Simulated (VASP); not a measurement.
# MoH6 (P4/mmm) in VASP: further runs

The runs below take MoH6 through single point, with PBE.

All numbers are computed with VASP 6.6.1; they aren't measurements. Logs are shortened: lines on timing, memory, paths and dates and some standing lists are left out, and cuts for length are marked.

**1. The cell of the first run**

Symmetry: P4/mmm, No. 123, tetragonal system. The conventional cell has a = 3.667 Å, b = 3.667 Å, c = 4.419 Å, α = 90.00°, β = 90.00°, γ = 90.00°. H (site symmetry mmm) has 2 Mo at 1.83 Å and 2 H at 2.21 Å within 2.4 Å. H (site symmetry mmm) has 10 H at 1.88 to 2.59 Å within 2.6 Å. H (site symmetry 4mm) has 1 H at 0.87 Å within 1.2 Å. Within 2.4 Å of Mo (site symmetry 4/mmm) lie 6 H at 1.77 to 1.83 Å.

**2. Single point, PBE, collinear spin (atoms taken out)**

File INCAR:

```
  PREC = Accurate
  ENCUT = 520
  EDIFF = 1E-6
  ISMEAR = 0
  SIGMA = 0.1
  LREAL = F
  LASPH = T
  NELM = 150
  ALGO = Normal
  ISIF = 2
  LWAVE = F
  LCHARG = F
  ISPIN = 2
  MAGMOM = 0 -0.19 0 -0.19 0 0 0.82
  LORBIT = 11
  LMAXMIX = 4
  GGA = PE
  NBANDS = 23
```

File KPOINTS:

```
Automatic mesh
0
Gamma
  12 12 8
```

File POSCAR:

```
MoH6
1.0
    3.6668184037      0.0000000000      0.0000000000
    0.0000000000      3.6668184037      0.0000000000
    0.0000000000      0.0000000000      4.4194136952
H Mo
6 1
Direct
    0.5000000000      0.0000000000      0.0000000000
    0.5000000000      0.0000000000      0.5000000000
    0.0000000000      0.5000000000      0.0000000000
    0.0000000000      0.5000000000      0.5000000000
    0.0000000000      0.0000000000      0.4011118946
    0.0000000000      0.0000000000      0.5988881054
    0.0000000000      0.0000000000      0.0000000000
```

Potentials or basis: VASP PAW PBE potentials, release 64 (H, Mo_sv).

Run with:

```
> cat potpaw_PBE.64/H/POTCAR potpaw_PBE.64/Mo_sv/POTCAR > POTCAR
> mpirun -np 1 vasp_std > vasp.out
```

OUTCAR:

```text
PREC = Accurate
   ENCUT = 520
   EDIFF = 1E-6
   ISMEAR = 0
   LREAL = F
   LASPH = T
   NELM = 150
   ISIF = 2
   ISPIN = 2
   LORBIT = 11
   GGA = PE

 ion  position               nearest neighbor table
   1  0.500  0.000  0.000-   7 1.83   7 1.83
   2  0.500  0.000  0.500-
   3  0.000  0.500  0.000-   7 1.83   7 1.83
   4  0.000  0.500  0.500-
   5  0.000  0.000  0.401-   6 0.87   7 1.77
   6  0.000  0.000  0.599-   5 0.87   7 1.77
   7  0.000  0.000  0.000-   5 1.77   6 1.77   1 1.83   3 1.83   3 1.83   1 1.83

  LATTYP: Found a simple tetragonal cell.
 ALAT       =     3.6668184037
 C/A-ratio  =     1.2052447677

  Lattice vectors:

 A1 = (   3.6668184037,   0.0000000000,   0.0000000000)
 A2 = (   0.0000000000,   3.6668184037,   0.0000000000)
 A3 = (   0.0000000000,   0.0000000000,   4.4194136952)

Analysis of symmetry for initial positions (statically):
=====================================================================
 Subroutine PRICEL returns:
 Original cell was already a primitive cell.

 Routine SETGRP: Setting up the symmetry group for a
 simple tetragonal supercell.

 Subroutine GETGRP returns: Found 16 space group operations
 (whereof 16 operations were pure point group operations)
 out of a pool of 16 trial point group operations.

The static configuration has the point symmetry D_4h.

Analysis of symmetry for dynamics (positions and initial velocities):
=====================================================================
 Subroutine PRICEL returns:
 Original cell was already a primitive cell.

 Routine SETGRP: Setting up the symmetry group for a
 simple tetragonal supercell.

 Subroutine GETGRP returns: Found 16 space group operations
 (whereof 16 operations were pure point group operations)
 out of a pool of 16 trial point group operations.

The dynamic configuration has the point symmetry D_4h.

Analysis of structural, dynamic, and magnetic symmetry:
=====================================================================
 Subroutine PRICEL returns:
 Original cell was already a primitive cell.

 Routine SETGRP: Setting up the symmetry group for a
 simple tetragonal supercell.

 Subroutine GETGRP returns: Found 16 space group operations
 (whereof 16 operations were pure point group operations)
 out of a pool of 16 trial point group operations.

The overall configuration has the point symmetry D_4h.

 Subroutine INISYM returns: Found 16 space group operations
 (whereof 16 operations are pure point group operations),
 and found     1 'primitive' translations

----------------------------------------------------------------------------------------

                                     Primitive cell

  volume of cell :      59.4215

  direct lattice vectors                    reciprocal lattice vectors
     3.666818404  0.000000000  0.000000000     0.272715987  0.000000000  0.000000000
     0.000000000  3.666818404  0.000000000     0.000000000  0.272715987  0.000000000
     0.000000000  0.000000000  4.419413695     0.000000000  0.000000000  0.226274359

  length of vectors
     3.666818404  3.666818404  4.419413695     0.272715987  0.272715987  0.226274359

  position of ions in fractional coordinates (direct lattice)
     0.500000000  0.000000000  0.000000000
     0.500000000  0.000000000  0.500000000
     0.000000000  0.500000000  0.000000000
     0.000000000  0.500000000  0.500000000
     0.000000000  0.000000000  0.401111895
     0.000000000  0.000000000  0.598888105
     0.000000000  0.000000000  0.000000000

  ion indices of the primitive-cell ions
   primitive index   ion index
                 1           1
                 2           2
                 3           3
                 4           4
                 5           5
                 6           6
                 7           7

----------------------------------------------------------------------------------------

[... 31 lines left out ...]
  0.416667  0.000000  0.000000      4.000000
[... 16 lines left out ...]
  0.333333  0.333333  0.000000      4.000000
  0.416667  0.333333  0.000000      8.000000
 [... further k-points ...]
   k-points           NKPTS =    140   k-points in BZ     NKDIM =    140   number of bands    NBANDS=     23
   number of dos      NEDOS =    301   number of ions     NIONS =      7
   total plane-waves  NPLWV =  28224
   dimension x,y,z NGX =    28 NGY =   28 NGZ =   36
   dimension x,y,z NGXF=    56 NGYF=   56 NGZF=   72
   ions per type =               6   1
   NGX,Y,Z   is equivalent  to a cutoff of  12.69, 12.69, 13.54 a.u.
   NGXF,Y,Z  is equivalent  to a cutoff of  25.39, 25.39, 27.08 a.u.
 SYSTEM =  unknown system
   PREC   = accura    normal or accurate (medium, high low for compatibility)
   ISTART =      0    job   : 0-new  1-cont  2-samecut
   ICHARG =      2    charge: 1-file 2-atom 10-const
   ISPIN  =      2    spin polarized calculation?
   LNONCOLLINEAR =      F non collinear calculations
   LSORBIT =      F    spin-orbit coupling
   LASPH  =      T    aspherical Exc in radial PAW
   ENCUT  =  520.0 eV  38.22 Ry    6.18 a.u.   6.82  6.82  8.22*2*pi/ulx,y,z
   NELM   =    150;   NELMIN=  2; NELMDL= -5     # of ELM steps
   EDIFF  = 0.1E-05   stopping-criterion for ELM
   LREAL  =      F    real-space projection
   EDIFFG = 0.1E-04   stopping-criterion for IOM
   NSW    =      0    number of steps for IOM
   IBRION =     -1    ionic relax: 0-MD 1-quasi-New 2-CG
   NFREE  =      0    steps in history (QN), initial steepest desc. (CG)
   ISIF   =      2    stress and relaxation
   ISYM   =      2    0-nonsym 1-usesym 2-fastsym
   POTIM  = 0.5000    time-step for ionic-motion
   TEBEG  =    0.0;   TEEND  =   0.0 temperature during run
   PSTRESS=    0.0 pullay stress
   NELECT =      20.0000    total number of electrons
   NUPDOWN=      -1.0000    fix difference up-down
   EMIN   =  10.00;   EMAX   =-10.00  energy-range for DOS
   EFERMI =   0.00;   METHOD = LEGACY
   ISMEAR =     0;   SIGMA  =   0.10  broadening in eV -4-tet -1-fermi 0-gaus
   EFERMI_NEDOS =   21; number of points for ismear=-14 and -15
   IALGO  =     38    algorithm
   IMIX   =      4    mixing-type and parameters
     AMIX     =   0.40;   BMIX     =  1.00
     AMIX_MAG =   1.60;   BMIX_MAG =  1.00
  volume/ion in A,a.u.               =       8.49        57.29
  Fermi-wavevector in a.u.,A,eV,Ry     =   1.138773  2.151968 17.644076  1.296803
  Thomas-Fermi vector in A             =   2.275477
   LORBIT       =     11    0 simple, 1 ext, 2 COOP (PROOUT), +10 PAW based schemes
   GGA     = PE    functional components
   LHFCALC =     F    Hartree Fock is set to
   AEXX    =    0.0000 exact exchange contribution
   IVDW    =     0    specifies the selected vdW correction
   LEPSILON=     F    determine dielectric tensor
   LRPA    =     F    only Hartree local field effects (RPA)
 spin polarized calculation
 Gauss-broadening in eV      SIGMA  =   0.10
  energy-cutoff  :      520.00
  volume of cell :       59.42
 maximum number of plane-waves:      1632
 NGX is ok and might be reduce to    28
   NGX = 13   NGY = 13   NGZ = 17

 number of electron      19.9999999 magnetization       1.2490745

 Free energy of the ion-electron system (eV)
  ---------------------------------------------------
  ext. energy  EPLUGINS =         0.00000000
  ---------------------------------------------------
  free energy    TOTEN  =       -23.52691636 eV

  energy without entropy =      -23.52383096  energy(sigma->0) =      -23.52537366

 E-fermi :   1.6720     XC(G=0):  -8.9221

 val. band max:        1.6694425318   @ k =   0.0000   0.0000   0.3750
 cond. band min:       1.7057395112   @ k =   0.4167   0.4167   0.3750
 fundamental gap:      0.0362969794
 Fermi energy:         1.6720470733

 spin component 1

 k-point     1 :       0.0000    0.0000    0.0000
  band No.  band energies     occupation
      1     -59.8241      1.00000
      2     -34.0194      1.00000
      3     -33.9619      1.00000
      4     -33.9618      1.00000
      5      -7.9919      1.00000
      6      -4.6776      1.00000
[... 589 lines left out ...]
     21      14.7631      0.00000
     22      15.7100      0.00000

 [... further k-points ...]

 spin component 2

 k-point     1 :       0.0000    0.0000    0.0000
  band No.  band energies     occupation
      1     -58.4717      1.00000
      2     -32.5564      1.00000
      3     -32.4359      1.00000
      4     -32.4359      1.00000
      5      -8.2877      1.00000
      6      -4.3712      1.00000
[... 589 lines left out ...]
     21      15.1261      0.00000
     22      15.4852      0.00000

 [... further k-points ...]

 [bands above 22 left out]

------------------------ aborting loop because EDIFF is reached ----------------------------------------

  FORCE on cell =-STRESS in cart. coord.  units (eV):
  Direction    XX          YY          ZZ          XY          YZ          ZX
  --------------------------------------------------------------------------------------
  -------------------------------------------------------------------------------------
  Total       -0.0313312     -0.0313312     -0.0346519      0.0000000      0.0000000      0.0000000
  in kB       -0.8447822     -0.8447822     -0.9343177      0.0000000      0.0000000      0.0000000
  external PRESSURE =      -0.8746274 kB  Pullay stress =       0.0000000 kB

 VOLUME and BASIS-vectors are now :
 -----------------------------------------------------------------------------
  energy-cutoff  :      520.00
  volume of cell :       59.42
      direct lattice vectors                 reciprocal lattice vectors
     3.666818404  0.000000000  0.000000000     0.272715987  0.000000000  0.000000000
     0.000000000  3.666818404  0.000000000     0.000000000  0.272715987  0.000000000
     0.000000000  0.000000000  4.419413695     0.000000000  0.000000000  0.226274359

 POSITION                                       TOTAL-FORCE (eV/Angst)
 -----------------------------------------------------------------------------------
      1.83341      0.00000      0.00000         0.000000     -0.000000      0.000000
      1.83341      0.00000      2.20971         0.000000     -0.000000      0.000000
      0.00000      1.83341      0.00000         0.000000     -0.000000      0.000000
      0.00000      1.83341      2.20971         0.000000     -0.000000      0.000000
      0.00000      0.00000      1.77268         0.000000     -0.000000      0.000281
      0.00000      0.00000      2.64673        -0.000000      0.000000     -0.000281
      0.00000      0.00000      0.00000         0.000000     -0.000000      0.000000
 -----------------------------------------------------------------------------------
    total drift:                               -0.000000     -0.000000     -0.000000

  FREE ENERGIE OF THE ION-ELECTRON SYSTEM (eV)
  ---------------------------------------------------
  free  energy   TOTEN  =       -23.5269163573 eV

  energy  without entropy=      -23.5238309552  energy(sigma->0) =      -23.52537366

 total charge

# of ion       s       p       d       tot
------------------------------------------
    1        0.567   0.011   0.000   0.578
    2        0.380   0.005   0.000   0.385
    3        0.567   0.011   0.000   0.578
    4        0.380   0.005   0.000   0.385
    5        0.558   0.036   0.000   0.594
    6        0.558   0.036   0.000   0.594
    7        2.293   6.121   3.875  12.290
--------------------------------------------------
tot          5.302   6.225   3.875  15.403

 magnetization (x)

# of ion       s       p       d       tot
------------------------------------------
    1       -0.041   0.004   0.000  -0.037
    2       -0.245  -0.000   0.000  -0.245
    3       -0.041   0.004   0.000  -0.037
    4       -0.245  -0.000   0.000  -0.245
    5       -0.017   0.002   0.000  -0.015
    6       -0.017   0.002   0.000  -0.015
    7        0.013   0.020   2.050   2.082
--------------------------------------------------
tot         -0.594   0.031   2.050   1.486
```

It took 9.4 min on 1 thread of Intel Xeon Platinum 8375C at 2.90GHz (Ice Lake), shared host; peak memory 0.39 GiB.

Results:

| Item | Value |
| --- | --- |
| Free energy | -23.5269 eV |
| Pressure | -0.1 GPa |
| Net moment | 1.25 μB per cell |
| Site moments | H -0.04, -0.24, -0.01 (each value once); Mo +2.08 μB |
| Valence electrons inside the program's atomic spheres | H 0.58, 0.39, 0.59 (each value once); Mo 12.29 |

Caveat: the cell differs from its parent crystal (atoms taken out).

**3. Single point, PBE, collinear spin (atoms taken out)**

File INCAR:

```
ALGO = Normal
EDIFF = 1E-7
ENCUT = 520
GGA = PE
ISIF = 2
ISMEAR = 0
ISPIN = 2
LASPH = True
LCHARG = False
LMAXMIX = 4
LORBIT = 11
LREAL = False
LWAVE = False
MAGMOM = 0 -0.43 0 -0.43 0 0 1.06
NBANDS = 23
NELM = 150
PREC = Accurate
SIGMA = 0.1
```

File KPOINTS:

```
k-points
0
Gamma
  10 10 8
```

POSCAR is that of step 2.

Potentials or basis: VASP PAW PBE potentials, release 64 (H, Mo_sv).

Run with:

```
> cat potpaw_PBE.64/H/POTCAR potpaw_PBE.64/Mo_sv/POTCAR > POTCAR
> mpirun -np 1 vasp_std > vasp.out
```

OUTCAR:

```text
EDIFF = 1E-7
   ENCUT = 520
   GGA = PE
   ISIF = 2
   ISMEAR = 0
   ISPIN = 2
   LASPH = True
   LORBIT = 11
   LREAL = False
   NELM = 150
   PREC = Accurate

 ion  position               nearest neighbor table
   1  0.500  0.000  0.000-   7 1.83   7 1.83
   2  0.500  0.000  0.500-
   3  0.000  0.500  0.000-   7 1.83   7 1.83
   4  0.000  0.500  0.500-
   5  0.000  0.000  0.401-   6 0.87   7 1.77
   6  0.000  0.000  0.599-   5 0.87   7 1.77
   7  0.000  0.000  0.000-   5 1.77   6 1.77   1 1.83   3 1.83   3 1.83   1 1.83

  LATTYP: Found a simple tetragonal cell.
 ALAT       =     3.6668184037
 C/A-ratio  =     1.2052447677

  Lattice vectors:

 A1 = (   3.6668184037,   0.0000000000,   0.0000000000)
 A2 = (   0.0000000000,   3.6668184037,   0.0000000000)
 A3 = (   0.0000000000,   0.0000000000,   4.4194136952)

[... 1423 lines left out ...]
  -------------------------------------------------------------------------------------
  Total       -0.0538830     -0.0538830     -0.0342437      0.0000000      0.0000000      0.0000000
  in kB       -1.4528425     -1.4528425     -0.9233104      0.0000000      0.0000000      0.0000000
  external PRESSURE =      -1.2763318 kB  Pullay stress =       0.0000000 kB

 VOLUME and BASIS-vectors are now :
 -----------------------------------------------------------------------------
  energy-cutoff  :      520.00
  volume of cell :       59.42
      direct lattice vectors                 reciprocal lattice vectors
     3.666818404  0.000000000  0.000000000     0.272715987  0.000000000  0.000000000
     0.000000000  3.666818404  0.000000000     0.000000000  0.272715987  0.000000000
     0.000000000  0.000000000  4.419413695     0.000000000  0.000000000  0.226274359

 POSITION                                       TOTAL-FORCE (eV/Angst)
 -----------------------------------------------------------------------------------
      1.83341      0.00000      0.00000         0.000000      0.000000      0.000000
      1.83341      0.00000      2.20971         0.000000      0.000000      0.000000
      0.00000      1.83341      0.00000         0.000000      0.000000      0.000000
      0.00000      1.83341      2.20971         0.000000      0.000000      0.000000
      0.00000      0.00000      1.77268         0.000000     -0.000000     -0.004536
      0.00000      0.00000      2.64673        -0.000000     -0.000000      0.004536
      0.00000      0.00000      0.00000         0.000000      0.000000      0.000000
 -----------------------------------------------------------------------------------
    total drift:                               -0.000000     -0.000000     -0.000000

  FREE ENERGIE OF THE ION-ELECTRON SYSTEM (eV)
  ---------------------------------------------------
  free  energy   TOTEN  =       -23.5268837248 eV

  energy  without entropy=      -23.5234014462  energy(sigma->0) =      -23.52514259

 total charge

# of ion       s       p       d       tot
------------------------------------------
    1        0.567   0.011   0.000   0.578
    2        0.380   0.005   0.000   0.384
    3        0.567   0.011   0.000   0.578
    4        0.380   0.005   0.000   0.384
    5        0.558   0.036   0.000   0.594
    6        0.558   0.036   0.000   0.594
    7        2.293   6.121   3.875  12.290
--------------------------------------------------
tot          5.302   6.225   3.875  15.402

 magnetization (x)

# of ion       s       p       d       tot
------------------------------------------
    1       -0.041   0.004   0.000  -0.038
    2       -0.245  -0.000   0.000  -0.245
    3       -0.041   0.004   0.000  -0.038
    4       -0.245  -0.000   0.000  -0.245
    5       -0.017   0.002   0.000  -0.015
    6       -0.017   0.002   0.000  -0.015
    7        0.013   0.020   2.047   2.080
--------------------------------------------------
tot         -0.593   0.031   2.047   1.486
```

Run time: 6.9 min. Hardware: 1 thread of Intel Xeon Platinum 8375C at 2.90GHz (Ice Lake), shared host; peak memory 0.33 GiB.

What came out:

| Item | Value |
| --- | --- |
| Free energy | -23.5269 eV |
| Pressure | -0.1 GPa |
| Largest force | 0.005 eV/Å |
| Net moment | 1.25 μB per cell |
| Site moments | H -0.04, -0.24, -0.01 (each value once); Mo +2.08 μB |
| Valence electrons inside the program's atomic spheres | H 0.58, 0.38, 0.59 (each value once); Mo 12.29 |

Forces on the atoms (eV/Å):
```
H    0.000  0.000  0.000
H    0.000  0.000  0.000
H    0.000  0.000  0.000
H    0.000  0.000  0.000
H    0.000  0.000 -0.005
H    0.000  0.000  0.005
Mo   0.000  0.000  0.000
```

Levels at points of the mesh, in eV from the Fermi level:
Spin up:
| k point | band 9 | band 10 | band 11 | band 12 | band 13 | band 14 |
| --- | --- | --- | --- | --- | --- | --- |
| (0.00, 0.00, 0.00) | -0.48 | -0.19 | 1.91 | 2.08 | 2.86 | 4.42 |
| (0.50, 0.00, 0.00) | -0.85 | -0.40 | 0.64 | 0.94 | 3.10 | 3.15 |
| (0.50, 0.50, 0.00) | -1.26 | -1.26 | 0.29 | 1.33 | 1.33 | 1.54 |
| (0.00, 0.00, 0.50) | -0.76 | -0.76 | -0.18 | 1.17 | 2.11 | 8.62 |
| (0.50, 0.00, 0.50) | -2.42 | -0.82 | -0.65 | 1.20 | 1.85 | 2.02 |
| (0.50, 0.50, 0.50) | -2.36 | -2.30 | -1.95 | 0.30 | 2.12 | 2.12 |
Spin down:
```tsv
k point	band 7	band 8	band 9	band 10	band 11	band 12
(0.00, 0.00, 0.00)	-5.40	0.05	0.09	1.53	1.53	2.16
(0.50, 0.00, 0.00)	-4.65	-0.56	0.13	0.31	1.33	1.62
(0.50, 0.50, 0.00)	-4.09	-0.37	-0.26	-0.26	0.52	0.52
(0.00, 0.00, 0.50)	-5.17	-1.76	-0.67	-0.39	1.09	1.09
(0.50, 0.00, 0.50)	-3.97	-2.86	-1.58	-0.19	1.26	1.38
(0.50, 0.50, 0.50)	-3.52	-2.35	-2.35	-1.44	-0.11	1.16
```

Caveat: the cell differs from its parent crystal (atoms taken out).
